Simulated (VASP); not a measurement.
# CsSnI3 (P4/mbm) in VASP: single point with PBE

Aim: the single point of CsSnI3 with PBE.

Everything below comes from runs of VASP 6.6.1. Logs are shortened: lines on timing, memory, paths and dates and some standing lists are left out, and cuts for length are marked.

### 1 The cell of the first run

Symmetry: P4/mbm, No. 127, tetragonal system. The conventional cell has a = 8.668 Å, b = 8.668 Å, c = 6.333 Å, α = 90.00°, β = 90.00°, γ = 90.00°. Within 5.4 Å of Cs (site symmetry mmm) lie 12 I at 3.99 to 4.87 Å and 8 Sn at 5.37 Å. Within 4.1 Å of Sn (site symmetry 4/m) lie 6 I at 3.13 to 3.17 Å. Within 4.5 Å of I (site symmetry 4/m) lie 2 Sn at 3.17 Å and 4 Cs at 4.33 Å and 8 I at 4.45 Å. Within 4.1 Å of I (site symmetry m2m) lie 2 Sn at 3.13 Å and 2 Cs at 3.99 Å.

### 2 Single point, PBE

File INCAR:

```
SYSTEM = CsSnI3
PREC     = Accurate       ! precision mode
ENCUT    = 520            ! plane-wave cutoff, eV
EDIFF    = 1E-6           ! SCF threshold, eV
ISMEAR   = -1             ! smearing method
SIGMA    = 0.02           ! smearing width, eV
LREAL    = .False.        ! projectors in reciprocal space
LASPH    = .True.         ! aspherical terms in the spheres
NELM     = 60             ! most SCF steps
ALGO     = Normal         ! electronic algorithm
ISIF     = 2              ! what is computed and relaxed
LWAVE    = .False.        ! write WAVECAR
LCHARG   = .True.         ! write CHGCAR
GGA      = PE             ! functional
LELF     = .True.         ! ELF
LVHAR    = .True.       
NBANDS   = 55             ! bands
```

File KPOINTS:

```
Automatic mesh
0
Gamma
  4 4 4
  0 0 0
```

File POSCAR:

```
CsSnI3
1.0
    8.6683913831      0.0000000000      0.0000000000
    0.0000000000      8.6683913831      0.0000000000
    0.0000000000      0.0000000000      6.3328477551
Cs Sn I
2 2 6
Direct
    0.5000000000      0.0000000000      0.0000000000
    0.0000000000      0.5000000000      0.0000000000
    0.0000000000      0.0000000000      0.5000000000
    0.5000000000      0.5000000000      0.5000000000
    0.0000000000      0.0000000000      0.0000000000
    0.5000000000      0.5000000000      0.0000000000
    0.8021125058      0.3021125058      0.5000000000
    0.6978874942      0.8021125058      0.5000000000
    0.1978874942      0.6978874942      0.5000000000
    0.3021125058      0.1978874942      0.5000000000
```

Potentials or basis: VASP PAW PBE potentials, release 64 (Cs_sv, Sn_d, I).

Started as:

```
$ cat potpaw_PBE.64/Cs_sv/POTCAR potpaw_PBE.64/Sn_d/POTCAR potpaw_PBE.64/I/POTCAR > POTCAR
$ mpirun -np 1 vasp_std > vasp.out
```

OUTCAR:

```text
SYSTEM = CsSnI3
   PREC = Accurate
   ENCUT = 520
   EDIFF = 1E-6
   ISMEAR = -1
   LREAL = .False.
   LASPH = .True.
   NELM = 60
   ISIF = 2
   GGA = PE

 ion  position               nearest neighbor table
   1  0.500  0.000  0.000-
   2  0.000  0.500  0.000-
   3  0.000  0.000  0.500-   7 3.13   8 3.13   9 3.13  10 3.13   5 3.17   5 3.17
   4  0.500  0.500  0.500-   7 3.13   8 3.13   9 3.13  10 3.13   6 3.17   6 3.17
   5  0.000  0.000  0.000-   3 3.17   3 3.17
   6  0.500  0.500  0.000-   4 3.17   4 3.17
   7  0.802  0.302  0.500-   3 3.13   4 3.13
   8  0.698  0.802  0.500-   3 3.13   4 3.13
   9  0.198  0.698  0.500-   3 3.13   4 3.13
  10  0.302  0.198  0.500-   3 3.13   4 3.13

  LATTYP: Found a simple tetragonal cell.
 ALAT       =     8.6683913831
 C/A-ratio  =     0.7305678153

  Lattice vectors:

 A1 = (   8.6683913831,   0.0000000000,   0.0000000000)
 A2 = (   0.0000000000,   8.6683913831,   0.0000000000)
 A3 = (   0.0000000000,   0.0000000000,   6.3328477551)

Analysis of symmetry for initial positions (statically):
=====================================================================
 Subroutine PRICEL returns:
 Original cell was already a primitive cell.

 Routine SETGRP: Setting up the symmetry group for a
 simple tetragonal supercell.

 Subroutine GETGRP returns: Found 16 space group operations
 (whereof  8 operations were pure point group operations)
 out of a pool of 16 trial point group operations.

The static configuration has the point symmetry C_4h.
 The point group associated with its full space group is D_4h.

Analysis of symmetry for dynamics (positions and initial velocities):
=====================================================================
 Subroutine PRICEL returns:
 Original cell was already a primitive cell.

 Routine SETGRP: Setting up the symmetry group for a
 simple tetragonal supercell.

 Subroutine GETGRP returns: Found 16 space group operations
 (whereof  8 operations were pure point group operations)
 out of a pool of 16 trial point group operations.

The dynamic configuration has the point symmetry C_4h.
 The point group associated with its full space group is D_4h.

 Subroutine INISYM returns: Found 16 space group operations
 (whereof  8 operations are pure point group operations),
 and found     1 'primitive' translations

----------------------------------------------------------------------------------------

                                     Primitive cell

  volume of cell :     475.8566

  direct lattice vectors                    reciprocal lattice vectors
     8.668391383  0.000000000  0.000000000     0.115361658  0.000000000  0.000000000
     0.000000000  8.668391383  0.000000000     0.000000000  0.115361658  0.000000000
     0.000000000  0.000000000  6.332847755     0.000000000  0.000000000  0.157906844

  length of vectors
     8.668391383  8.668391383  6.332847755     0.115361658  0.115361658  0.157906844

  position of ions in fractional coordinates (direct lattice)
     0.500000000  0.000000000  0.000000000
     0.000000000  0.500000000  0.000000000
     0.000000000  0.000000000  0.500000000
     0.500000000  0.500000000  0.500000000
     0.000000000  0.000000000  0.000000000
     0.500000000  0.500000000  0.000000000
     0.802112506  0.302112506  0.500000000
     0.697887494  0.802112506  0.500000000
     0.197887494  0.697887494  0.500000000
     0.302112506  0.197887494  0.500000000

  ion indices of the primitive-cell ions
   primitive index   ion index
                 1           1
                 2           2
                 3           3
                 4           4
                 5           5
                 6           6
                 7           7
                 8           8
                 9           9
                10          10

----------------------------------------------------------------------------------------

 KPOINTS: Automatic mesh

Automatic generation of k-mesh.
 Grid dimensions read from file:
 generate k-points for:    4    4    4

 Generating k-lattice:

  Cartesian coordinates                     Fractional coordinates (reciprocal lattice)
     0.028840414  0.000000000  0.000000000     0.250000000  0.000000000  0.000000000
     0.000000000  0.028840414  0.000000000     0.000000000  0.250000000  0.000000000
     0.000000000  0.000000000  0.039476711     0.000000000  0.000000000  0.250000000

  Length of vectors
     0.028840414  0.028840414  0.039476711

  Shift w.r.t. Gamma in fractional coordinates (k-lattice)
     0.000000000  0.000000000  0.000000000

 Subroutine IBZKPT returns following result:
 ===========================================

 Found     18 irreducible k-points:

 Following reciprocal coordinates:
            Coordinates               Weight
  0.000000  0.000000  0.000000      1.000000
  0.250000  0.000000  0.000000      4.000000
  0.500000  0.000000  0.000000      2.000000
  0.250000  0.250000  0.000000      4.000000
  0.500000  0.250000  0.000000      4.000000
  0.500000  0.500000  0.000000      1.000000
[... 10 lines left out ...]
  0.500000  0.250000  0.500000      4.000000
  0.500000  0.500000  0.500000      1.000000
   k-points           NKPTS =     18   k-points in BZ     NKDIM =     18   number of bands    NBANDS=     55
   number of dos      NEDOS =    301   number of ions     NIONS =     10
   total plane-waves  NPLWV = 196608
   dimension x,y,z NGX =    64 NGY =   64 NGZ =   48
   dimension x,y,z NGXF=   128 NGYF=  128 NGZF=   96
   ions per type =               2   2   6
   NGX,Y,Z   is equivalent  to a cutoff of  12.27, 12.27, 12.60 a.u.
   NGXF,Y,Z  is equivalent  to a cutoff of  24.55, 24.55, 25.20 a.u.
 SYSTEM =  CsSnI3
   PREC   = accura    normal or accurate (medium, high low for compatibility)
   ISTART =      0    job   : 0-new  1-cont  2-samecut
   ICHARG =      2    charge: 1-file 2-atom 10-const
   ISPIN  =      1    spin polarized calculation?
   LNONCOLLINEAR =      F non collinear calculations
   LSORBIT =      F    spin-orbit coupling
   LASPH  =      T    aspherical Exc in radial PAW
   ENCUT  =  520.0 eV  38.22 Ry    6.18 a.u.  16.12 16.12 11.77*2*pi/ulx,y,z
   NELM   =     60;   NELMIN=  2; NELMDL= -5     # of ELM steps
   EDIFF  = 0.1E-05   stopping-criterion for ELM
   LREAL  =      F    real-space projection
   EDIFFG = 0.1E-04   stopping-criterion for IOM
   NSW    =      0    number of steps for IOM
   IBRION =     -1    ionic relax: 0-MD 1-quasi-New 2-CG
   NFREE  =      0    steps in history (QN), initial steepest desc. (CG)
   ISIF   =      2    stress and relaxation
   ISYM   =      2    0-nonsym 1-usesym 2-fastsym
   POTIM  = 0.5000    time-step for ionic-motion
   TEBEG  =    0.0;   TEEND  =   0.0 temperature during run
   PSTRESS=    0.0 pullay stress
   NELECT =      88.0000    total number of electrons
   NUPDOWN=      -1.0000    fix difference up-down
   EMIN   =  10.00;   EMAX   =-10.00  energy-range for DOS
   EFERMI =   0.00;   METHOD = LEGACY
   ISMEAR =    -1;   SIGMA  =   0.02  broadening in eV -4-tet -1-fermi 0-gaus
   EFERMI_NEDOS =   21; number of points for ismear=-14 and -15
   IALGO  =     38    algorithm
   IMIX   =      4    mixing-type and parameters
     AMIX     =   0.40;   BMIX     =  1.00
     AMIX_MAG =   1.60;   BMIX_MAG =  1.00
  volume/ion in A,a.u.               =      47.59       321.12
  Fermi-wavevector in a.u.,A,eV,Ry     =   0.932704  1.762554 11.836200  0.869936
  Thomas-Fermi vector in A             =   2.059329
   LORBIT       =      0    0 simple, 1 ext, 2 COOP (PROOUT), +10 PAW based schemes
   GGA     = PE    functional components
   LHFCALC =     F    Hartree Fock is set to
   AEXX    =    0.0000 exact exchange contribution
   IVDW    =     0    specifies the selected vdW correction
   LEPSILON=     F    determine dielectric tensor
   LRPA    =     F    only Hartree local field effects (RPA)
 non-spin polarized calculation
  energy-cutoff  :      520.00
  volume of cell :      475.86
 maximum number of plane-waves:     12844
   NGX = 33   NGY = 33   NGZ = 23

 number of electron      88.0000016 magnetization

 Free energy of the ion-electron system (eV)
  ---------------------------------------------------
  ext. energy  EPLUGINS =         0.00000000
  ---------------------------------------------------
  free energy    TOTEN  =       -28.07944764 eV

  energy without entropy =      -28.07944754  energy(sigma->0) =      -28.07944759

 E-fermi :   2.8706     XC(G=0):  -7.5489

 val. band max:        2.6301522866   @ k =   0.0000   0.0000   0.5000
 cond. band min:       3.1110757638   @ k =   0.0000   0.0000   0.5000
 fundamental gap:      0.4809234772
 Fermi energy:         2.8705733143

 k-point     1 :       0.0000    0.0000    0.0000
  band No.  band energies     occupation
      1     -19.3174      2.00000
      2     -19.3166      2.00000
      3     -19.3078      2.00000
      4     -19.3055      2.00000
      5     -19.3005      2.00000
      6     -19.3005      2.00000
[... 47 lines left out ...]
     54       6.9795      0.00000
     55       7.0316      0.00000

 k-point     2 :       0.2500    0.0000    0.0000
  band No.  band energies     occupation
      1     -19.3172      2.00000
      2     -19.3167      2.00000
      3     -19.3075      2.00000
      4     -19.3058      2.00000
      5     -19.3005      2.00000
      6     -19.3005      2.00000
[... 47 lines left out ...]
     54       6.8172      0.00000
     55       6.9007      0.00000

 k-point     3 :       0.5000    0.0000    0.0000
  band No.  band energies     occupation
      1     -19.3170      2.00000
      2     -19.3170      2.00000
      3     -19.3066      2.00000
      4     -19.3066      2.00000
      5     -19.3005      2.00000
      6     -19.3005      2.00000
[... 804 lines left out ...]
 k-point    17 :       0.5000    0.2500    0.5000
  band No.  band energies     occupation
      1     -19.3159      2.00000
      2     -19.3159      2.00000
      3     -19.3066      2.00000
      4     -19.3066      2.00000
      5     -19.3006      2.00000
      6     -19.3006      2.00000
[... 47 lines left out ...]
     54       7.1657      0.00000
     55       7.2444      0.00000

 k-point    18 :       0.5000    0.5000    0.5000
  band No.  band energies     occupation
      1     -19.3159      2.00000
      2     -19.3159      2.00000
      3     -19.3066      2.00000
      4     -19.3066      2.00000
      5     -19.3007      2.00000
      6     -19.3007      2.00000
[... 47 lines left out ...]
     54       7.1875      0.00000
     55       7.5859      0.00000

------------------------ aborting loop because EDIFF is reached ----------------------------------------

  FORCE on cell =-STRESS in cart. coord.  units (eV):
  Direction    XX          YY          ZZ          XY          YZ          ZX
  --------------------------------------------------------------------------------------
  -------------------------------------------------------------------------------------
  Total        1.4901004      1.4901004      1.3537695      0.0000000      0.0000000      0.0000000
  in kB        5.0170686      5.0170686      4.5580516      0.0000000      0.0000000      0.0000000
  external PRESSURE =       4.8640629 kB  Pullay stress =       0.0000000 kB

 VOLUME and BASIS-vectors are now :
 -----------------------------------------------------------------------------
  energy-cutoff  :      520.00
  volume of cell :      475.86
      direct lattice vectors                 reciprocal lattice vectors
     8.668391383  0.000000000  0.000000000     0.115361658  0.000000000  0.000000000
     0.000000000  8.668391383  0.000000000     0.000000000  0.115361658  0.000000000
     0.000000000  0.000000000  6.332847755     0.000000000  0.000000000  0.157906844

 POSITION                                       TOTAL-FORCE (eV/Angst)
 -----------------------------------------------------------------------------------
      4.33420      0.00000      0.00000        -0.000000      0.000000     -0.000000
      0.00000      4.33420      0.00000        -0.000000      0.000000     -0.000000
      0.00000      0.00000      3.16642        -0.000000      0.000000     -0.000000
      4.33420      4.33420      3.16642        -0.000000      0.000000     -0.000000
      0.00000      0.00000      0.00000        -0.000000      0.000000     -0.000000
      4.33420      4.33420      0.00000        -0.000000      0.000000     -0.000000
      6.95303      2.61883      3.16642         0.013874      0.013874      0.000000
      6.04956      6.95303      3.16642        -0.013874      0.013874      0.000000
      1.71537      6.04956      3.16642        -0.013874     -0.013874     -0.000000
      2.61883      1.71537      3.16642         0.013874     -0.013874     -0.000000
 -----------------------------------------------------------------------------------
    total drift:                               -0.000000     -0.000000      0.000000

  FREE ENERGIE OF THE ION-ELECTRON SYSTEM (eV)
  ---------------------------------------------------
  free  energy   TOTEN  =       -28.0794476416 eV

  energy  without entropy=      -28.0794475436  energy(sigma->0) =      -28.07944759
```

Run time: 14 min. Hardware: 1 thread of Intel Xeon 8259CL, shared host; peak memory 0.72 GiB.

What came out:

* Free energy: -28.0794 eV
* Pressure: 0.5 GPa
* Largest force: 0.020 eV/Å
* Band gap on the k mesh: 0.48 eV

Forces on the atoms (eV/Å):
```
Cs   0.000  0.000  0.000
Cs   0.000  0.000  0.000
Sn   0.000  0.000  0.000
Sn   0.000  0.000  0.000
I    0.000  0.000  0.000
I    0.000  0.000  0.000
I    0.014  0.014  0.000
I   -0.014  0.014  0.000
I   -0.014 -0.014  0.000
I    0.014 -0.014  0.000
```

Caveat: spin-orbit coupling is left out, which moves the levels of the heavy elements.
